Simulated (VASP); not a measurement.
Write the native input for VASP 6.6.1 that does the following.

| Quantity | Value |
| --- | --- |
| Task | single point |
| Functional | PBE |
| Potentials or basis | VASP PAW PBE potentials, release 64 (Be, Zn, N) |
| Cutoff | 520 eV |
| k mesh | 8 × 8 × 8 |
| Occupations | gaussian, width 0.1 eV |
| Spin | no spin polarisation |
| Dipole correction | no |
| Further INCAR settings | ALGO = Fast; EDIFF = 1e-07; NBANDS = 21 |

The structure of Be2ZnN2 lies in POSCAR:

```
Be2ZnN2
1.0
   -1.5064461095      1.5064461095      4.7366700288
    1.5064461095     -1.5064461095      4.7366700288
    1.5064461095      1.5064461095     -4.7366700288
Be Zn N
2 1 2
Direct
    0.3443000000      0.3443000000      0.0000000000
    0.6557000000      0.6557000000      0.0000000000
    0.0000000000      0.0000000000      0.0000000000
    0.1411000000      0.1411000000      0.0000000000
    0.8589000000      0.8589000000      0.0000000000
```

One way to write it, as run:

INCAR

```
  PREC = Accurate
  ENCUT = 520
  EDIFF = 1E-7
  ISMEAR = 0
  SIGMA = 0.1
  LREAL = F
  LASPH = T
  NELM = 100
  ALGO = Fast
  ISIF = 2
  LWAVE = F
  LCHARG = T
  GGA = PE
  LELF = T
  LVHAR = T
  NBANDS = 21
```

KPOINTS

```
regular mesh
0
Gamma
  8 8 8
```

Potentials or basis: VASP PAW PBE potentials, release 64 (Be, Zn, N).

The run is started by

```bash
$ cat potpaw_PBE.64/Be/POTCAR potpaw_PBE.64/Zn/POTCAR potpaw_PBE.64/N/POTCAR > POTCAR
$ mpirun -np 1 vasp_std > vasp.out
```

It gave:

```json
{
 "Pressure": "117.7 GPa",
 "Largest force": "39.771 eV/Å",
 "Band gap on the k mesh": "zero (bands 13 and 14 overlap by 0.47 eV)"
}
```

Caveat: atoms lie so close that the PAW spheres overlap strongly, which falsifies energies and pressures; the cell stands under pressure; forces of over 1 eV/Å act on the atoms, so gaps and moduli don't describe the material at rest.

Wall time 59 s on 1 thread of Intel(R) Xeon(R) 6975P-C (Granite Rapids), on a shared host, peak memory 0.26 GiB.
